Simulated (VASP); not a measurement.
# Li (R-3m) in VASP: further runs, part 2 of 2

VASP 6.6.1. Earlier steps stand in the parts before.

### Step 4. Single point, PBE

Input file INCAR:

```
  PREC = Accurate
  ENCUT = 520
  EDIFF = 1E-6
  ISMEAR = 0
  SIGMA = 0.1
  LREAL = F
  LASPH = T
  NELM = 100
  ALGO = Normal
  ISIF = 2
  LWAVE = F
  LCHARG = F
  GGA = PE
  NBANDS = 12
  NELECT = 7.0
```

Input file KPOINTS:

```
Automatic mesh
0
Gamma
  6 6 6
```

Input file POSCAR:

```
Li
1.0
    1.5504989657      0.8951809952      7.5883000000
   -1.5504989657      0.8951809952      7.5883000000
    0.0000000000     -1.7903619905      7.5883000000
Li
3
Direct
    0.0000000000      0.0000000000      0.0000000000
    0.2220000000      0.2220000000      0.2220000000
    0.7780000000      0.7780000000      0.7780000000
```

Potentials or basis: VASP PAW PBE potentials, release 64 (Li_sv).

On the command line:

```console
> cat potpaw_PBE.64/Li_sv/POTCAR > POTCAR
> mpirun -np 1 vasp_std > vasp.out
```

OUTCAR:

```text
PREC = Accurate
   ENCUT = 520
   EDIFF = 1E-6
   ISMEAR = 0
   LREAL = F
   LASPH = T
   NELM = 100
   ISIF = 2
   GGA = PE
   NELECT = 7.0

 ion  position               nearest neighbor table
   1  0.000  0.000  0.000-
   2  0.222  0.222  0.222-
   3  0.778  0.778  0.778-

  LATTYP: Found a trigonal (rhomboedric) cell.
 ALAT       =     7.7966462628
 COS(alpha) =     0.9209034946

  Lattice vectors:

 A1 = (   1.5504989657,   0.8951809952,   7.5883000000)
 A2 = (  -1.5504989657,   0.8951809952,   7.5883000000)
 A3 = (   0.0000000000,  -1.7903619905,   7.5883000000)

Analysis of symmetry for initial positions (statically):
=====================================================================
 Subroutine PRICEL returns:
 Original cell was already a primitive cell.

 Routine SETGRP: Setting up the symmetry group for a
 trigonal (rhombohedral) supercell.

 Subroutine GETGRP returns: Found 12 space group operations
 (whereof 12 operations were pure point group operations)
 out of a pool of 12 trial point group operations.

The static configuration has the point symmetry D_3d.
[... 168 lines left out ...]
 fundamental gap:      0.1135624500
 Fermi energy:         0.3590196884

 k-point     1 :       0.0000    0.0000    0.0000
  band No.  band energies     occupation
      1     -45.7665      2.00000
      2     -45.7524      2.00000
      3     -45.7470      2.00000
      4      -1.3549      2.00000
      5       0.5525      0.00621
      6       0.5590      0.00468
      7       7.5907      0.00000
      8       7.6159      0.00000
      9      14.1820      0.00000
     10      14.1820      0.00000
     11      14.2973      0.00000
     12      14.2973      0.00000
[... 331 lines left out ...]
 k-point    24 :      -0.3333    0.5000    0.1667
  band No.  band energies     occupation
      1     -45.7555      2.00000
      2     -45.7426      2.00000
      3     -45.7400      2.00000
      4       2.0200      0.00000
      5       2.1652      0.00000
      6       4.3452      0.00000
      7       5.9294      0.00000
      8       6.3803      0.00000
      9       6.8080      0.00000
     10       7.7413      0.00000
     11       9.5121      0.00000
     12      10.2008      0.00000

 [... further k-points ...]
[... 5 lines left out ...]
  --------------------------------------------------------------------------------------
  -------------------------------------------------------------------------------------
  Total       -5.4696934     -5.4696934     -5.4779089      0.0000000      0.0000000      0.0000000
  in kB     -138.6741423   -138.6741423   -138.8824304      0.0000000      0.0000000      0.0000000
  external PRESSURE =    -138.7435717 kB  Pullay stress =       0.0000000 kB

 VOLUME and BASIS-vectors are now :
 -----------------------------------------------------------------------------
  energy-cutoff  :      520.00
  volume of cell :       63.19
      direct lattice vectors                 reciprocal lattice vectors
     1.550498966  0.895180995  7.588300000     0.322476836  0.186182088  0.043927274
    -1.550498966  0.895180995  7.588300000    -0.322476836  0.186182088  0.043927274
     0.000000000 -1.790361990  7.588300000     0.000000000 -0.372364176  0.043927274

 POSITION                                       TOTAL-FORCE (eV/Angst)
 -----------------------------------------------------------------------------------
      0.00000      0.00000      0.00000         0.000000      0.000000      0.000000
      0.00000     -0.00000      5.05381         0.000000     -0.000000      0.010617
      0.00000     -0.00000     17.71109         0.000000      0.000000     -0.010617
 -----------------------------------------------------------------------------------
    total drift:                               -0.000000     -0.000000      0.000000

  FREE ENERGIE OF THE ION-ELECTRON SYSTEM (eV)
  ---------------------------------------------------
  free  energy   TOTEN  =        -6.5392292434 eV

  energy  without entropy=       -6.5329080116  energy(sigma->0) =       -6.53606863
```

OSZICAR:

```text
N       E                     dE             d eps       ncg     rms          rms(c)
DAV:   1     0.219371054945E+02    0.21937E+02   -0.26999E+03   768   0.475E+02
DAV:   2    -0.103329694963E+00   -0.22040E+02   -0.21529E+02   944   0.129E+02
DAV:   3    -0.509918372980E+01   -0.49959E+01   -0.49488E+01  1436   0.316E+01
DAV:   4    -0.516845198420E+01   -0.69268E-01   -0.69206E-01  1080   0.653E+00
DAV:   5    -0.517034532793E+01   -0.18933E-02   -0.18932E-02  1156   0.833E-01    0.306E+00
DAV:   6    -0.652827656006E+01   -0.13579E+01   -0.67382E-02   968   0.139E+00    0.937E-01
DAV:   7    -0.653891562542E+01   -0.10639E-01   -0.17212E-02  1088   0.965E-01    0.700E-02
DAV:   8    -0.653920613054E+01   -0.29051E-03   -0.11454E-03  1108   0.178E-01    0.186E-02
DAV:   9    -0.653922358018E+01   -0.17450E-04   -0.30291E-05  1076   0.318E-02    0.469E-03
DAV:  10    -0.653922891185E+01   -0.53317E-05   -0.61963E-06  1048   0.147E-02    0.142E-03
DAV:  11    -0.653922924336E+01   -0.33151E-06   -0.75746E-07   876   0.475E-03
   1 F= -.65392292E+01 E0= -.65360686E+01  d E =-.632123E-02
```

Wall time 70 s (1 thread of AMD EPYC 9R45 (Zen 5), shared host); peak memory 0.4 GiB.

What came out:

| Quantity | Value |
| --- | --- |
| Free energy | -6.5392 eV |
| Largest force | 0.011 eV/Å |

Forces on the atoms (eV/Å):
```
Li   0.000  0.000  0.000
Li   0.000  0.000  0.011
Li   0.000  0.000 -0.011
```

Caveat: the k points lie up to 0.39 Å⁻¹ apart; the cell carries a net charge on a neutralising background, which shifts energy and pressure; the cell is charged against a uniform background, so pressure and absolute levels hang on convention; the cutoff is under 1.25 times the usual one of these potentials, so pressure, stress and relaxed cells hold a basis-set (Pulay) error.
